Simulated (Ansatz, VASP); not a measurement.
## Cu: VASP beside Ansatz

File INCAR:

```
PREC = Accurate
ENCUT = 520
EDIFF = 1E-7
ISMEAR = 0
SIGMA = 0.15
LREAL = F
LASPH = T
NELM = 100
ALGO = Fast
ISIF = 2
LWAVE = F
LCHARG = T
GGA = PE
LELF = T
LVHAR = T
NBANDS = 18
```

File KPOINTS:

```
regular mesh
0
Gamma
  20 20 12
```

The input POSCAR:

```
Cu
1.0
   -1.4732621048      1.4732621048      1.3819816208
    1.4732621048     -1.4732621048      1.3819816208
    2.9465242096      2.9465242096      0.0000000000
Cu
2
Direct
    0.0121364349     -0.1286358135      0.0000000000
    0.4878635651      0.6286358135      0.5000000000
```

Input for Ansatz:

```yaml
crystal:
  lattice:
    - [-1.4732621048, 1.4732621048, 1.3819816208]
    - [1.4732621048, -1.4732621048, 1.3819816208]
    - [2.9465242096, 2.9465242096, 0.0]
  atoms:
    - { symbol: Cu, position: [0.0121364349, -0.1286358135, 0.0] }
    - { symbol: Cu, position: [0.4878635651, 0.6286358135, 0.5] }
basis:
  ecutwfc: 520.0
kpoints:
  mp_grid: { grid: [20, 20, 12] }
hamiltonian:
  xc: pbe
  pseudopotentials: { kind: paw, azcp: { folder: soft_1 } }
scf:
  occupations: { method: gaussian, width: 0.15 }
output:
  forces: true
  stress: true
  eigenvalues: true
```

Change from the starting cell: mode 1 frozen in at -0.293 Å and mode 5 at -0.161 Å (largest displacements).

Alike in both runs: task single point; functional PBE; k mesh 20 × 20 × 12; occupations gaussian, width 0.15 eV; no spin polarisation.

```csv
,VASP,Ansatz
version,VASP 6.6.1,Ansatz 0.2.0
potentials or method,"VASP PAW PBE potentials, release 64 (Cu), cutoff 520 eV","scalar-relativistic, plane waves, PAW"
valence electrons in the cell,22,38
```

|  | VASP | Ansatz | Ansatz less VASP |
| --- | --- | --- | --- |
| gap on the k mesh at the Fermi level (eV) | none | none | - |
| pressure (GPa) | 2.7 | 2.1 | -0.64 |
| traceless stress, the component that is largest in VASP (GPa) | -5.67 | -5.65 | +0.014 |
| rms of the force components (eV/Å) | 0.307 | 0.307 | -0.0004 |

Atom by atom the forces differ by 0.001 eV/Å (rms over components). A gap of «none» marks a metal or a gap that the smearing closes. VASP's potentials hold 22 valence electrons a cell and Ansatz's 38, so a difference there can come from the potentials and not from the codes.
